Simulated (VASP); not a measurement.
# SnO2 (C2/c) in VASP: further runs, part 2 of 2

VASP 6.6.1.

**3. Single point, r2SCAN (atoms displaced along a vibrational mode)**

File POSCAR:

```
SnO2
1.0
   -1.9995434675      1.9995434675      5.1020851542
    1.9995434675     -1.9995434675      5.1020851542
    1.9995434675      1.9995434675     -5.1020851542
Sn O
2 4
Direct
    0.7632612792      0.2632612792      0.5265225585
   -0.0132612792     -0.0132612792     -0.0265225585
    0.8109274961      0.8035433283      0.0217381686
    0.9390725039      0.4464566717      0.4782618314
    0.2108106725      0.2181948403      0.0217381686
    0.5391893275      0.0318051597      0.4782618314
```

File INCAR.step1:

```
PREC = Accurate
ENCUT = 520
ISMEAR = 0
SIGMA = 0.05
LREAL = F
LASPH = T
NELM = 60
NBANDS = 35
GGA = PE
ALGO = Normal
EDIFF = 1E-4
LWAVE = T
LCHARG = F
```

File INCAR.step2:

```
PREC = Accurate
ENCUT = 520
EDIFF = 1E-6
ISMEAR = 0
SIGMA = 0.05
LREAL = F
LASPH = T
NELM = 60
ALGO = Normal
ISIF = 2
LWAVE = F
LCHARG = F
METAGGA = R2SCAN
LMIXTAU = T
NBANDS = 35
ISTART = 1
```

File KPOINTS:

```
regular mesh
0
Gamma
  10 10 10
```

Potentials or basis: VASP PAW PBE potentials, release 64 (Sn_d, O).

The run is started by

```
$ cat potpaw_PBE.64/Sn_d/POTCAR potpaw_PBE.64/O/POTCAR > POTCAR
$ cp INCAR.step1 INCAR
$ mpirun -np 1 vasp_std > vasp.out
$ cp INCAR.step2 INCAR
$ mpirun -np 1 vasp_std > vasp.out
```

OUTCAR:

```text
PREC = Accurate
   ENCUT = 520
   EDIFF = 1E-6
   ISMEAR = 0
   LREAL = F
   LASPH = T
   NELM = 60
   ISIF = 2
   METAGGA = R2SCAN
   ISTART = 1

 ion  position               nearest neighbor table
   1  0.763  0.263  0.527-   5 2.03   3 2.03   5 2.08   3 2.08   6 2.08   4 2.08   2 3.18   2 3.18
                             2 3.31   2 3.31
   2  0.987  0.987  0.973-   6 2.03   4 2.03   6 2.08   4 2.08   5 2.08   3 2.08   1 3.18   1 3.18
                             1 3.31   1 3.31
   3  0.811  0.804  0.022-   1 2.03   1 2.08   2 2.08
   4  0.939  0.446  0.478-   2 2.03   2 2.08   1 2.08
   5  0.211  0.218  0.022-   1 2.03   1 2.08   2 2.08
   6  0.539  0.032  0.478-   2 2.03   2 2.08   1 2.08

  LATTYP: Found a body centered tetragonal cell.
 ALAT       =     3.9990869350
 C/A-ratio  =     2.5516250270

  Lattice vectors:

 A1 = (  -1.9995434675,   1.9995434675,   5.1020851542)
 A2 = (   1.9995434675,  -1.9995434675,   5.1020851542)
 A3 = (   1.9995434675,   1.9995434675,  -5.1020851542)

Analysis of symmetry for initial positions (statically):
=====================================================================
 Subroutine PRICEL returns:
 Original cell was already a primitive cell.

 Routine SETGRP: Setting up the symmetry group for a
 body centered tetragonal supercell.

 Subroutine GETGRP returns: Found  4 space group operations
 (whereof  2 operations were pure point group operations)
 out of a pool of 16 trial point group operations.

The static configuration has the point symmetry C_2 .
 The point group associated with its full space group is C_2h.

Analysis of symmetry for dynamics (positions and initial velocities):
=====================================================================
 Subroutine PRICEL returns:
 Original cell was already a primitive cell.

 Routine SETGRP: Setting up the symmetry group for a
 body centered tetragonal supercell.

 Subroutine GETGRP returns: Found  4 space group operations
 (whereof  2 operations were pure point group operations)
 out of a pool of 16 trial point group operations.

The dynamic configuration has the point symmetry C_2 .
 The point group associated with its full space group is C_2h.

 Subroutine INISYM returns: Found  4 space group operations
 (whereof  2 operations are pure point group operations),
 and found     1 'primitive' translations

----------------------------------------------------------------------------------------

                                     Primitive cell

  volume of cell :      81.5961

  direct lattice vectors                    reciprocal lattice vectors
    -1.999543467  1.999543467  5.102085154     0.000000000  0.250057080  0.097999148
     1.999543467 -1.999543467  5.102085154     0.250057080  0.000000000  0.097999148
     1.999543467  1.999543467 -5.102085154     0.250057080  0.250057080  0.000000000

  length of vectors
     5.833319902  5.833319902  5.833319902     0.268574712  0.268574712  0.353634113

  position of ions in fractional coordinates (direct lattice)
     0.763261279  0.263261279  0.526522558
     0.986738721  0.986738721  0.973477442
     0.810927496  0.803543328  0.021738169
     0.939072504  0.446456672  0.478261831
     0.210810673  0.218194840  0.021738169
     0.539189327  0.031805160  0.478261831
[... 40 lines left out ...]
  0.000000  0.100000 -0.000000      4.000000
  0.200000  0.000000 -0.000000      4.000000
  0.000000  0.200000 -0.000000      4.000000
  0.300000  0.000000  0.000000      4.000000
[... 16 lines left out ...]
  0.400000  0.100000 -0.000000      4.000000
  0.000000  0.500000 -0.100000      4.000000
 [... further k-points ...]
   k-points           NKPTS =    282   k-points in BZ     NKDIM =    282   number of bands    NBANDS=     35
   number of dos      NEDOS =    301   number of ions     NIONS =      6
   total plane-waves  NPLWV = 110592
   dimension x,y,z NGX =    48 NGY =   48 NGZ =   48
   dimension x,y,z NGXF=    96 NGYF=   96 NGZF=   96
   ions per type =               2   4
   NGX,Y,Z   is equivalent  to a cutoff of  13.68, 13.68, 13.68 a.u.
   NGXF,Y,Z  is equivalent  to a cutoff of  27.36, 27.36, 27.36 a.u.
 SYSTEM =  unknown system
   PREC   = accura    normal or accurate (medium, high low for compatibility)
   ISTART =      1    job   : 0-new  1-cont  2-samecut
   ICHARG =      0    charge: 1-file 2-atom 10-const
   ISPIN  =      1    spin polarized calculation?
   LNONCOLLINEAR =      F non collinear calculations
   LSORBIT =      F    spin-orbit coupling
   LASPH  =      T    aspherical Exc in radial PAW
   ENCUT  =  520.0 eV  38.22 Ry    6.18 a.u.  10.85 10.85 10.85*2*pi/ulx,y,z
   NELM   =     60;   NELMIN=  2; NELMDL=  0     # of ELM steps
   EDIFF  = 0.1E-05   stopping-criterion for ELM
   LREAL  =      F    real-space projection
   EDIFFG = 0.1E-04   stopping-criterion for IOM
   NSW    =      0    number of steps for IOM
   IBRION =     -1    ionic relax: 0-MD 1-quasi-New 2-CG
   NFREE  =      0    steps in history (QN), initial steepest desc. (CG)
   ISIF   =      2    stress and relaxation
   ISYM   =      2    0-nonsym 1-usesym 2-fastsym
   POTIM  = 0.5000    time-step for ionic-motion
   TEBEG  =    0.0;   TEEND  =   0.0 temperature during run
   PSTRESS=    0.0 pullay stress
   NELECT =      52.0000    total number of electrons
   NUPDOWN=      -1.0000    fix difference up-down
   EMIN   =  10.00;   EMAX   =-10.00  energy-range for DOS
   EFERMI =   0.00;   METHOD = LEGACY
   ISMEAR =     0;   SIGMA  =   0.05  broadening in eV -4-tet -1-fermi 0-gaus
   EFERMI_NEDOS =   21; number of points for ismear=-14 and -15
   IALGO  =     38    algorithm
   IMIX   =      4    mixing-type and parameters
     AMIX     =   0.40;   BMIX     =  1.00
     AMIX_MAG =   1.60;   BMIX_MAG =  1.00
  volume/ion in A,a.u.               =      13.60        91.77
  Fermi-wavevector in a.u.,A,eV,Ry     =   1.408811  2.662267 27.004152  1.984749
  Thomas-Fermi vector in A             =   2.530931
   LORBIT       =      0    0 simple, 1 ext, 2 COOP (PROOUT), +10 PAW based schemes
   METAGGA = R2SCAN    functional components
   LHFCALC =     F    Hartree Fock is set to
   AEXX    =    0.0000 exact exchange contribution
   IVDW    =     0    specifies the selected vdW correction
   LEPSILON=     F    determine dielectric tensor
   LRPA    =     F    only Hartree local field effects (RPA)
 non-spin polarized calculation
 Gauss-broadening in eV      SIGMA  =   0.05
  energy-cutoff  :      520.00
  volume of cell :       81.60
 maximum number of plane-waves:      2242
 NGX is ok and might be reduce to    48
   NGX = 21   NGY = 21   NGZ = 21

 number of electron      51.9999998 magnetization

 Free energy of the ion-electron system (eV)
  ---------------------------------------------------
  ext. energy  EPLUGINS =         0.00000000
  ---------------------------------------------------
  free energy    TOTEN  =       -84.03601798 eV

  energy without entropy =      -84.03601798  energy(sigma->0) =      -84.03601798

 E-fermi :   4.0158     XC(G=0): -11.0762

 val. band max:        3.7135505617   @ k =   0.3000   0.3000   0.2000
 cond. band min:       5.9912192923   @ k =   0.0000   0.0000   0.0000
 fundamental gap:      2.2776687306
 Fermi energy:         4.0158097267

 k-point     1 :       0.0000    0.0000    0.0000
  band No.  band energies     occupation
      1     -17.3828      2.00000
      2     -17.3624      2.00000
      3     -17.2111      2.00000
      4     -16.5246      2.00000
      5     -16.3468      2.00000
      6     -16.3446      2.00000
[... 901 lines left out ...]
     34      16.4177      0.00000
     35      16.6644      0.00000

 [... further k-points ...]

------------------------ aborting loop because EDIFF is reached ----------------------------------------

  FORCE on cell =-STRESS in cart. coord.  units (eV):
  Direction    XX          YY          ZZ          XY          YZ          ZX
  --------------------------------------------------------------------------------------
  -------------------------------------------------------------------------------------
  Total        0.5051710      0.5051710      0.5137090     -0.1738732     -1.5252450      1.5252482
  in kB        9.9192672      9.9192672     10.0869156     -3.4140803    -29.9488947     29.9489573
  external PRESSURE =       9.9751500 kB  Pullay stress =       0.0000000 kB

 VOLUME and BASIS-vectors are now :
 -----------------------------------------------------------------------------
  energy-cutoff  :      520.00
  volume of cell :       81.60
      direct lattice vectors                 reciprocal lattice vectors
    -1.999543467  1.999543467  5.102085154     0.000000000  0.250057080  0.097999148
     1.999543467 -1.999543467  5.102085154     0.250057080  0.000000000  0.097999148
     1.999543467  1.999543467 -5.102085154     0.250057080  0.250057080  0.000000000

 POSITION                                       TOTAL-FORCE (eV/Angst)
 -----------------------------------------------------------------------------------
      0.05303      2.05258      2.55104        -0.565516     -0.565516      0.000000
      1.94651      1.94651      5.10209         0.565516      0.565516     -0.000000
      0.02870      0.05823      8.12626        -0.014972     -0.081244      0.005315
     -0.02870      1.94131      4.62896         0.014972      0.081244     -0.005315
      0.05823      0.02870      2.07791        -0.081244     -0.014972     -0.005315
     -0.05823      1.97084      0.47313         0.081244      0.014972      0.005315
 -----------------------------------------------------------------------------------
    total drift:                               -0.000001     -0.000001      0.000001

  FREE ENERGIE OF THE ION-ELECTRON SYSTEM (eV)
  ---------------------------------------------------
  free  energy   TOTEN  =       -84.0360179812 eV

  energy  without entropy=      -84.0360179812  energy(sigma->0) =      -84.03601798
```

It took 2.4 h on 1 thread of Oxide Virtual Turin-like, shared host; peak memory 0.77 GiB.

Results:

```
Free energy            : -84.0360 eV
Pressure               : 1.0 GPa
Largest force          : 0.800 eV/Å
Band gap on the k mesh : 2.28 eV (least direct gap 2.72 eV)
```

Forces in eV/Å, atoms in the order of the input:
```
Sn  -0.566 -0.566  0.000
Sn   0.566  0.566  0.000
O   -0.015 -0.081  0.005
O    0.015  0.081 -0.005
O   -0.081 -0.015 -0.005
O    0.081  0.015  0.005
```

Stress tensor (GPa, compression positive):
```
 0.99 -0.34  2.99
-0.34  0.99 -2.99
 2.99 -2.99  1.01
```

Caveat: the cell differs from its parent crystal (atoms displaced along a vibrational mode); the PAW data sets were made with another functional, which shifts forces and pressure a little; spin-orbit coupling is left out, which moves the levels of the heavy elements.
